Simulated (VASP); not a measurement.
# BN (I-4m2) in VASP: single point with HSE06

Aim: the single point of BN with HSE06.

Program: VASP 6.6.1. These are calculated values, not measurements. Logs are shortened: lines on timing, memory, paths and dates and some standing lists are left out, and cuts for length are marked.

## (1) The cell of the first run

The structure is tetragonal, space group I-4m2 (No. 119). Conventional cell: a = 2.478 Å, b = 2.478 Å, c = 3.610 Å, α = 90.00°, β = 90.00°, γ = 90.00°. B (site symmetry -4m2) has 4 N at 1.53 Å within 2.0 Å. Within 2.0 Å of N (site symmetry -4m2) lie 4 B at 1.53 Å.

## (2) Single point, HSE06 (biaxial xy strain -2.9%)

Input file POSCAR:

```
BN
1.0
    0.0000000000      1.7524846393      1.8048245513
    1.7524846393      0.0000000000      1.8048245513
    1.7524846393      1.7524846393      0.0000000000
B N
1 1
Direct
    0.0000000000      0.0000000000      0.0000000000
    0.2500000000      0.2500000000      0.2500000000
```

Input file INCAR.step1:

```
SYSTEM = BN
PREC = Accurate
ENCUT = 520
EDIFF = 1E-5
ISMEAR = 0
SIGMA = 0.01
LREAL = .False.
LASPH = .True.
NELM = 100
ALGO = Normal
ISIF = 2
LWAVE = .True.
LCHARG = .False.
GGA = PE
NBANDS = 11
```

Input file INCAR.step2:

```
SYSTEM = BN
PREC = Accurate
ENCUT = 520
EDIFF = 1E-6
ISMEAR = 0
SIGMA = 0.01
LREAL = .False.
LASPH = .True.
NELM = 100
ALGO = Normal
ISIF = 2
LWAVE = .False.
LCHARG = .False.
GGA = PE
LHFCALC = .True.
HFSCREEN = 0.2079
PRECFOCK = Normal
ISTART = 1
NBANDS = 11
```

Input file KPOINTS:

```
Automatic mesh
0
Gamma
  8 8 8
  0 0 0
```

Potentials or basis: VASP PAW PBE potentials, release 64 (B, N).

Launch:

```bash
$ cat potpaw_PBE.64/B/POTCAR potpaw_PBE.64/N/POTCAR > POTCAR
$ cp INCAR.step1 INCAR
$ mpirun -np 1 vasp_std > vasp.out
$ cp INCAR.step2 INCAR
$ mpirun -np 1 vasp_std > vasp.out
```

OUTCAR:

```text
SYSTEM = BN
   PREC = Accurate
   ENCUT = 520
   EDIFF = 1E-6
   ISMEAR = 0
   LREAL = .False.
   LASPH = .True.
   NELM = 100
   ISIF = 2
   GGA = PE
   LHFCALC = .True.
   HFSCREEN = 0.2079
   PRECFOCK = Normal
   ISTART = 1

 ion  position               nearest neighbor table
   1  0.000  0.000  0.000-   2 1.53   2 1.53   2 1.53   2 1.53
   2  0.250  0.250  0.250-   1 1.53   1 1.53   1 1.53   1 1.53

  LATTYP: Found a body centered tetragonal cell.
 ALAT       =     2.4783875447
 C/A-ratio  =     1.4564506307

  Lattice vectors:

 A1 = (  -1.7524846393,   0.0000000000,   1.8048245513)
 A2 = (   1.7524846393,   0.0000000000,   1.8048245513)
 A3 = (   0.0000000000,   1.7524846393,  -1.8048245513)

Analysis of symmetry for initial positions (statically):
=====================================================================
 Subroutine PRICEL returns:
 Original cell was already a primitive cell.

 Routine SETGRP: Setting up the symmetry group for a
 body centered tetragonal supercell.

 Subroutine GETGRP returns: Found  8 space group operations
 (whereof  8 operations were pure point group operations)
 out of a pool of 16 trial point group operations.

The static configuration has the point symmetry D_2d.

Analysis of symmetry for dynamics (positions and initial velocities):
=====================================================================
 Subroutine PRICEL returns:
 Original cell was already a primitive cell.

 Routine SETGRP: Setting up the symmetry group for a
 body centered tetragonal supercell.

 Subroutine GETGRP returns: Found  8 space group operations
 (whereof  8 operations were pure point group operations)
 out of a pool of 16 trial point group operations.

The dynamic configuration has the point symmetry D_2d.

 Subroutine INISYM returns: Found  8 space group operations
 (whereof  8 operations are pure point group operations),
 and found     1 'primitive' translations

----------------------------------------------------------------------------------------

                                     Primitive cell

  volume of cell :      11.0860

  direct lattice vectors                    reciprocal lattice vectors
     0.000000000  1.752484639  1.804824551    -0.285309205  0.285309205  0.277035238
     1.752484639  0.000000000  1.804824551     0.285309205 -0.285309205  0.277035238
     1.752484639  1.752484639  0.000000000     0.285309205  0.285309205 -0.277035238

  length of vectors
     2.515669706  2.515669706  2.478387545     0.489439689  0.489439689  0.489439689

  position of ions in fractional coordinates (direct lattice)
     0.000000000  0.000000000  0.000000000
     0.250000000  0.250000000  0.250000000

  ion indices of the primitive-cell ions
   primitive index   ion index
                 1           1
                 2           2

----------------------------------------------------------------------------------------

 KPOINTS: Automatic mesh

Automatic generation of k-mesh.
 Grid dimensions read from file:
 generate k-points for:    8    8    8

 Generating k-lattice:

  Cartesian coordinates                     Fractional coordinates (reciprocal lattice)
    -0.035663651  0.035663651  0.034629405     0.125000000  0.000000000  0.000000000
     0.035663651 -0.035663651  0.034629405     0.000000000  0.125000000  0.000000000
     0.035663651  0.035663651 -0.034629405    -0.000000000 -0.000000000  0.125000000

  Length of vectors
     0.061179961  0.061179961  0.061179961

  Shift w.r.t. Gamma in fractional coordinates (k-lattice)
     0.000000000  0.000000000  0.000000000

 Subroutine IBZKPT returns following result:
 ===========================================

 Found     59 irreducible k-points:

 Following reciprocal coordinates:
            Coordinates               Weight
  0.000000  0.000000  0.000000      1.000000
  0.125000  0.000000  0.000000      8.000000
  0.250000  0.000000  0.000000      8.000000
  0.375000  0.000000  0.000000      8.000000
  0.500000  0.000000  0.000000      4.000000
  0.125000  0.125000  0.000000      2.000000
[... 16 lines left out ...]
  0.250000  0.000000  0.125000     16.000000
  0.375000  0.000000  0.125000     16.000000
 [... further k-points ...]
   k-points           NKPTS =     59   k-points in BZ     NKDIM =    512   number of bands    NBANDS=     11
   number of dos      NEDOS =    301   number of ions     NIONS =      2
   total plane-waves  NPLWV =   7200
   dimension x,y,z NGX =    20 NGY =   20 NGZ =   18
   dimension x,y,z NGXF=    40 NGYF=   40 NGZF=   36
   ions per type =               1   1
   NGX,Y,Z   is equivalent  to a cutoff of  13.22, 13.22, 12.07 a.u.
   NGXF,Y,Z  is equivalent  to a cutoff of  26.43, 26.43, 24.15 a.u.
 SYSTEM =  BN
   PREC   = accura    normal or accurate (medium, high low for compatibility)
   ISTART =      1    job   : 0-new  1-cont  2-samecut
   ICHARG =      0    charge: 1-file 2-atom 10-const
   ISPIN  =      1    spin polarized calculation?
   LNONCOLLINEAR =      F non collinear calculations
   LSORBIT =      F    spin-orbit coupling
   LASPH  =      T    aspherical Exc in radial PAW
   ENCUT  =  520.0 eV  38.22 Ry    6.18 a.u.   4.68  4.68  4.61*2*pi/ulx,y,z
   NELM   =    100;   NELMIN=  2; NELMDL=  0     # of ELM steps
   EDIFF  = 0.1E-05   stopping-criterion for ELM
   LREAL  =      F    real-space projection
   EDIFFG = 0.1E-04   stopping-criterion for IOM
   NSW    =      0    number of steps for IOM
   IBRION =     -1    ionic relax: 0-MD 1-quasi-New 2-CG
   NFREE  =      0    steps in history (QN), initial steepest desc. (CG)
   ISIF   =      2    stress and relaxation
   ISYM   =      3    0-nonsym 1-usesym 2-fastsym
   POTIM  = 0.5000    time-step for ionic-motion
   TEBEG  =    0.0;   TEEND  =   0.0 temperature during run
   PSTRESS=    0.0 pullay stress
   NELECT =       8.0000    total number of electrons
   NUPDOWN=      -1.0000    fix difference up-down
   EMIN   =  10.00;   EMAX   =-10.00  energy-range for DOS
   EFERMI =   0.00;   METHOD = LEGACY
   ISMEAR =     0;   SIGMA  =   0.01  broadening in eV -4-tet -1-fermi 0-gaus
   EFERMI_NEDOS =   21; number of points for ismear=-14 and -15
   IALGO  =     38    algorithm
   IMIX   =      1    mixing-type and parameters
     AMIX     =   0.40;   BMIX     =  1.00
     AMIX_MAG =   1.60;   BMIX_MAG =  1.00
  volume/ion in A,a.u.               =       5.54        37.41
  Fermi-wavevector in a.u.,A,eV,Ry     =   1.468409  2.774891 29.337219  2.156225
  Thomas-Fermi vector in A             =   2.583910
   LORBIT       =      0    0 simple, 1 ext, 2 COOP (PROOUT), +10 PAW based schemes
   GGA     = PE    functional components
   LHFCALC =     T    Hartree Fock is set to
   PRECFOCK=normal    Normal, Fast or Accurate (Low or Medium for compatibility)
   ENCUT4O =  -1.0   cutoff for four orbital integrals eV
   NKREDX  =     1    reduce k-point grid by
   NKREDY  =     1    reduce k-point grid by
   NKREDZ  =     1    reduce k-point grid by
   AEXX    =    0.2500 exact exchange contribution
   HFSCREEN=    0.2079 screening length (either q_TF or 0.3 A-1)
   HFSCREENC=   0.2079 screening length for correlation (either q_TF or 0.3 A-1)
   ENCUTFOCK=  -1.0 apply spherical cutoff to Coloumb kernel
   IVDW    =     0    specifies the selected vdW correction
   LEPSILON=     F    determine dielectric tensor
   LRPA    =     F    only Hartree local field effects (RPA)
 non-spin polarized calculation
 Gauss-broadening in eV      SIGMA  =   0.01
  energy-cutoff  :      520.00
  volume of cell :       11.09
 maximum number of plane-waves:       310
  NGX = 16; NGY = 16; NGZ = 14

 number of electron       8.0000000 magnetization

 Free energy of the ion-electron system (eV)
  ---------------------------------------------------
  ext. energy  EPLUGINS =         0.00000000
  ---------------------------------------------------
  free energy    TOTEN  =       -20.27719074 eV

  energy without entropy =      -20.27719074  energy(sigma->0) =      -20.27719074

 E-fermi :   7.5658     XC(G=0): -10.7314

 val. band max:        7.4408277712   @ k =   0.0000   0.0000   0.0000
 cond. band min:      13.0064350288   @ k =   0.5000   0.0000   0.5000
 fundamental gap:      5.5656072576
 Fermi energy:         7.5658425970

 k-point     1 :       0.0000    0.0000    0.0000
  band No.  band energies     occupation
      1     -15.5452      2.00000
      2       7.1157      2.00000
      3       7.4408      2.00000
      4       7.4408      2.00000
      5      18.1491      0.00000
      6      18.1491      0.00000
      7      18.3650      0.00000
      8      20.5625      0.00000
      9      35.3273      0.00000
     10      36.9774      0.00000
     11      37.4507      0.00000

 k-point     2 :       0.1250    0.0000    0.0000
  band No.  band energies     occupation
      1     -15.1158      2.00000
      2       5.2133      2.00000
      3       6.7724      2.00000
      4       7.0348      2.00000
      5      18.5881      0.00000
      6      18.8193      0.00000
      7      19.0704      0.00000
      8      21.7801      0.00000
      9      33.7701      0.00000
     10      34.6844      0.00000
     11      35.0388      0.00000

 k-point     3 :       0.2500    0.0000    0.0000
  band No.  band energies     occupation
      1     -13.8649      2.00000
      2       1.1040      2.00000
      3       5.8488      2.00000
      4       6.2316      2.00000
      5      19.1699      0.00000
      6      19.9664      0.00000
      7      20.0870      0.00000
      8      23.8850      0.00000
      9      32.9562      0.00000
     10      33.7021      0.00000
     11      33.8161      0.00000

 k-point     4 :       0.3750    0.0000    0.0000
  band No.  band energies     occupation
      1     -12.0000      2.00000
      2      -2.8700      2.00000
      3       5.1120      2.00000
      4       5.5905      2.00000
      5      19.4420      0.00000
      6      20.4143      0.00000
      7      20.5190      0.00000
      8      25.0686      0.00000
      9      33.5103      0.00000
     10      35.3228      0.00000
     11      35.4574      0.00000

 k-point     5 :       0.5000    0.0000    0.0000
  band No.  band energies     occupation
      1     -10.6919      2.00000
      2      -4.9269      2.00000
      3       4.8432      2.00000
      4       5.3580      2.00000
      5      19.4521      0.00000
      6      20.4161      0.00000
      7      20.6174      0.00000
      8      25.3864      0.00000
      9      33.8703      0.00000
     10      37.3895      0.00000
     11      37.6789      0.00000
[... 211 lines left out ...]
 k-point    21 :       0.5000    0.5000    0.0000
  band No.  band energies     occupation
      1      -9.3755      2.00000
      2      -3.1930      2.00000
      3       1.9804      2.00000
      4       1.9804      2.00000
      5      13.5696      0.00000
      6      18.9270      0.00000
      7      28.7773      0.00000
      8      28.7773      0.00000
      9      31.3260      0.00000
     10      38.3656      0.00000
     11      44.6708      0.00000

 k-point    22 :       0.1250    0.0000    0.1250
  band No.  band energies     occupation
      1     -14.9614      2.00000
      2       5.8653      2.00000
      3       6.0632      2.00000
      4       6.1127      2.00000
      5      17.3892      0.00000
      6      19.7217      0.00000
      7      20.2901      0.00000
      8      21.7700      0.00000
      9      30.8695      0.00000
     10      36.7775      0.00000
     11      38.0511      0.00000

 k-point    23 :       0.2500    0.0000    0.1250
  band No.  band energies     occupation
      1     -13.9734      2.00000
      2       2.5305      2.00000
      3       4.9428      2.00000
      4       5.7947      2.00000
      5      17.5553      0.00000
      6      20.9076      0.00000
      7      21.6473      0.00000
      8      22.7860      0.00000
      9      29.5825      0.00000
     10      36.4864      0.00000
     11      37.0720      0.00000

 k-point    24 :       0.3750    0.0000    0.1250
  band No.  band energies     occupation
      1     -12.2826      2.00000
      2      -1.4344      2.00000
      3       4.2862      2.00000
      4       4.9124      2.00000
      5      18.2525      0.00000
      6      21.3312      0.00000
      7      22.1950      0.00000
      8      23.9245      0.00000
      9      30.8759      0.00000
     10      36.3922      0.00000
     11      37.7331      0.00000

 [... further k-points ...]

------------------------ aborting loop because EDIFF is reached ----------------------------------------

  FORCE on cell =-STRESS in cart. coord.  units (eV):
  Direction    XX          YY          ZZ          XY          YZ          ZX
  --------------------------------------------------------------------------------------
  -------------------------------------------------------------------------------------
  Total        1.9838738      1.9838738      0.5322491      0.0000000      0.0000000     -0.0000000
  in kB      286.7155225    286.7155225     76.9222707      0.0000000      0.0000000     -0.0000000
  external PRESSURE =     216.7844386 kB  Pullay stress =       0.0000000 kB

 VOLUME and BASIS-vectors are now :
 -----------------------------------------------------------------------------
  energy-cutoff  :      520.00
  volume of cell :       11.09
      direct lattice vectors                 reciprocal lattice vectors
     0.000000000  1.752484639  1.804824551    -0.285309205  0.285309205  0.277035238
     1.752484639  0.000000000  1.804824551     0.285309205 -0.285309205  0.277035238
     1.752484639  1.752484639  0.000000000     0.285309205  0.285309205 -0.277035238

 POSITION                                       TOTAL-FORCE (eV/Angst)
 -----------------------------------------------------------------------------------
      0.00000      0.00000      0.00000        -0.000000     -0.000000     -0.000000
      0.87624      0.87624      0.90241         0.000000      0.000000      0.000000
 -----------------------------------------------------------------------------------
    total drift:                                0.000002      0.000002     -0.000007

  FREE ENERGIE OF THE ION-ELECTRON SYSTEM (eV)
  ---------------------------------------------------
  free  energy   TOTEN  =       -20.2771907427 eV

  energy  without entropy=      -20.2771907427  energy(sigma->0) =      -20.27719074
```

Run time: 35 min. Hardware: 1 thread of AMD EPYC 7R43 (Zen 3), shared host; peak memory 0.2 GiB.

Results:

```yaml
Free_energy: -20.2772 eV
Pressure: 21.7 GPa
Band_gap_on_the_k_mesh: 5.57 eV (least direct gap 10.71 eV)
```

Levels at points of the mesh, in eV from the valence-band top:
```tsv
k point	band 1	band 2	band 3	band 4	band 5	band 6	band 7	band 8	band 9
(0.00, 0.00, 0.00)	-22.99	-0.33	0.00	0.00	10.71	10.71	10.92	13.12	27.89
(0.50, 0.00, 0.00)	-18.13	-12.37	-2.60	-2.08	12.01	12.98	13.18	17.95	26.43
(0.50, 0.50, 0.00)	-16.82	-10.63	-5.46	-5.46	6.13	11.49	21.34	21.34	23.89
(0.50, 0.00, 0.50)	-16.43	-10.17	-5.91	-5.89	5.57	10.76	21.11	21.64	24.52
```

Caveat: the cell differs from its parent crystal (biaxial xy strain -2.9%); the cell stands under pressure; the PAW data sets were made with another functional, which shifts forces and pressure a little.
